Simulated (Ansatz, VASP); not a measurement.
# Sb: VASP beside Ansatz

File POSCAR:

```
Sb
1.0
    3.2264534698      0.0000000000      0.0000000000
   -1.6132267349      2.7941906690      0.0000000000
    0.0000000000      0.0000000000     11.0710250419
Sb
4
Direct
    0.0000000000      1.0000000000      1.0000000000
    0.0000000000      1.0000000000      0.5000000000
    0.3333333333      0.6666666667      0.2500000000
    0.6666666667      0.3333333333      0.7500000000
```

The input INCAR.step1:

```
SYSTEM = Sb
PREC = Accurate ; ENCUT = 520
ISMEAR = -1 ; SIGMA = 0.1
LREAL = .FALSE. ; LASPH = .TRUE.
NELM = 60 ; NBANDS = 18
GGA = PE ; ALGO = Normal
EDIFF = 1E-4 ; LWAVE = .TRUE.
LCHARG = .FALSE.
```

Contents of INCAR.step2:

```
SYSTEM = Sb
PREC = Accurate ; ENCUT = 520
EDIFF = 1E-6 ; ISMEAR = -1
SIGMA = 0.1 ; LREAL = .FALSE.
LASPH = .TRUE. ; NELM = 60
ALGO = Normal ; ISIF = 2
LWAVE = .FALSE. ; LCHARG = .FALSE.
METAGGA = R2SCAN ; LMIXTAU = .TRUE.
NBANDS = 18 ; ISTART = 1
```

Contents of KPOINTS:

```
Automatic mesh
0
G
  12 12 3
  0 0 0
```

Input for Ansatz:

```yaml
crystal:
  lattice:
    - [3.2264534698, 0.0, 0.0]
    - [-1.6132267349, 2.794190669, 0.0]
    - [0.0, 0.0, 11.0710250419]
  atoms:
    - { symbol: Sb, position: [0.0, 1.0, 1.0] }
    - { symbol: Sb, position: [0.0, 1.0, 0.5] }
    - { symbol: Sb, position: [0.3333333333, 0.6666666667, 0.25] }
    - { symbol: Sb, position: [0.6666666667, 0.3333333333, 0.75] }
hamiltonian:
  xc: r2scan
  pseudopotentials:
    kind: paw
    azcp:
      Sb: "pseudopotentials/Sb.paw.azcp"
basis:
  ecutwfc: 500
  fft_grid_basis: typed
kpoints:
  mp_grid: { grid: [12, 12, 3], shift: [0, 0, 0] }
magnetization:
  spin_polarized: false
scf:
  occupations: { method: fermi_dirac, width: 0.1 }
  lower_state_search: "off"
output:
  stress: true
```

Alike in both runs: task single point; functional r2SCAN; k mesh 12 × 12 × 3; occupations fermi-dirac, width 0.1 eV; no spin polarisation.

|  | VASP | Ansatz |
| --- | --- | --- |
| version | VASP 6.6.1 | Ansatz 0.2.0 |
| potentials or method | VASP PAW PBE potentials, release 64 (Sb), cutoff 520 eV | plane waves (500 eV) with PAW, scalar-relativistic |
| valence electrons in the cell | 20 | 60 |

VASP gave:

* pressure (GPa): 6.6
* traceless stress, the component that is largest in VASP (GPa): -1.12

Question: What did Ansatz give for the same quantities?

Answer: Pressure (GPa): 6.6; traceless stress, the component that is largest in VASP (GPa): -1.09.

VASP's potentials were made for PBE, not for r2SCAN. VASP's potentials hold 20 valence electrons a cell and Ansatz's 60, so a difference there can come from the potentials and not from the codes.

Spin-orbit coupling is off throughout.
